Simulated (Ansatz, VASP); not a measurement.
## Ge in VASP and in Ansatz

```
Ge
1.0
     5.37620    0.00000    0.00000
     0.00000    5.37620    0.00000
     0.00000    0.00000    5.37620
Ge
8
Direct
  0.00000 0.00000 0.00000
  0.50000 0.50000 0.50000
  0.25000 0.00000 0.50000
  0.75000 0.00000 0.50000
  0.50000 0.25000 0.00000
  0.50000 0.75000 0.00000
  0.00000 0.50000 0.25000
  0.00000 0.50000 0.75000
```

Alike in both runs: functional r2SCAN; k mesh 5 × 5 × 5; occupations fermi-dirac, width 0.1 eV; no spin polarisation.

Ansatz relaxed the structure, and its values are those at the end. VASP's run is a single point on that final structure, the one shown.

|  | VASP | Ansatz |
| --- | --- | --- |
| version | VASP 6.6.1 | Ansatz 0.2.0 |
| potentials or method | VASP PAW PBE potentials, release 64 (Ge_d), cutoff 520 eV | plane waves (500 eV) with PAW, scalar-relativistic |
| valence electrons in the cell | 112 | 112 |

|  | VASP | Ansatz | Ansatz less VASP |
| --- | --- | --- | --- |
| pressure (GPa) | -0.1 | 0.0 | +0.13 |

VASP's potentials were made for PBE, not for r2SCAN.
